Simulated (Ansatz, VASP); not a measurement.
**BaZrO3 in VASP and in Ansatz**

POSCAR

```
BaZrO3
1.0
    4.2053404461      0.0000000000      0.0000000000
    0.0000000000      4.2053404461      0.0000000000
    0.0000000000      0.0000000000      4.2053404461
Ba Zr O
1 1 3
Direct
    0.0000000000      0.0000000000      0.0000000000
    0.5000000000      0.5000000000      0.5000000000
    0.5000000000      0.0000000000      0.5000000000
    0.5000000000      0.5000000000      0.0000000000
    0.0000000000      0.5000000000      0.5000000000
```

The input INCAR.step1:

```
SYSTEM = BaZrO3
PREC = Accurate
ENCUT = 520
EDIFF = 1E-5
ISMEAR = 0
SIGMA = 0.01
LREAL = .False.
LASPH = .True.
NELM = 60
ALGO = Normal
ISIF = 2
LWAVE = .True.
NBANDS = 28
GGA = PE
```

The input INCAR.step2:

```
SYSTEM = BaZrO3
PREC = Accurate
ENCUT = 520
EDIFF = 1E-6
ISMEAR = 0
SIGMA = 0.01
LREAL = .False.
LASPH = .True.
NELM = 60
ALGO = Normal
ISIF = 2
LWAVE = .False.
LCHARG = .True.
GGA = PE
LHFCALC = .True.
HFSCREEN = 0.2079
PRECFOCK = Fast
LELF = .True.
LVHAR = .True.
NBANDS = 28
ISTART = 1
```

Contents of KPOINTS:

```
Automatic mesh
0
Gamma
  4 4 4
  0 0 0
```

Input for Ansatz:

```yaml
crystal:
  lattice:
    - [4.2053404461, 0.0, 0.0]
    - [0.0, 4.2053404461, 0.0]
    - [0.0, 0.0, 4.2053404461]
  atoms:
    - { symbol: Ba, position: [0.0, 0.0, 0.0] }
    - { symbol: Zr, position: [0.5, 0.5, 0.5] }
    - { symbol: O, position: [0.5, 0.0, 0.5] }
    - { symbol: O, position: [0.5, 0.5, 0.0] }
    - { symbol: O, position: [0.0, 0.5, 0.5] }
kpoints:
  mp_grid: { grid: [4, 4, 4] }
  band_path:
    path: [[0.0, 0.0, 0.0], [0.0, 0.5, 0.0], [0.5, 0.5, 0.0], [0.5, 0.5, 0.5]]
    npoints: 1
hamiltonian:
  xc: hse06
scf:
  occupations: { method: fixed }
  n_extra_bands: 5
output:
  forces: true
  stress: true
  eigenvalues: true
  write_density: true
  write_potential: true
  elf: true
  volumetric_format: npy
```

Alike in both runs: task single point; functional HSE06; k mesh 4 × 4 × 4; no spin polarisation.

|  | VASP | Ansatz |
| --- | --- | --- |
| version | VASP 6.6.1 | Ansatz 0.2.0 |
| potentials or method | VASP PAW PBE potentials, release 64 (Ba_sv, Zr_sv, O) | plane waves, PAW |
| plane-wave cutoff (eV) | 520 | 420 |
| occupations | gaussian, width 0.01 eV | fixed |
| valence electrons in the cell | 40 | 40 |

Ansatz gave:

| Item | Value |
| --- | --- |
| gap on the k mesh at the Fermi level (eV) | 4.69 |
| pressure (GPa) | -1.5 |

Q: What did VASP give for the same quantities?

A: gap on the k mesh at the Fermi level (eV): 4.64; pressure (GPa): -0.5.

Ansatz's warnings: stress exchange threshold loose, stress scf threshold loose.

Neither program's run includes spin-orbit coupling.
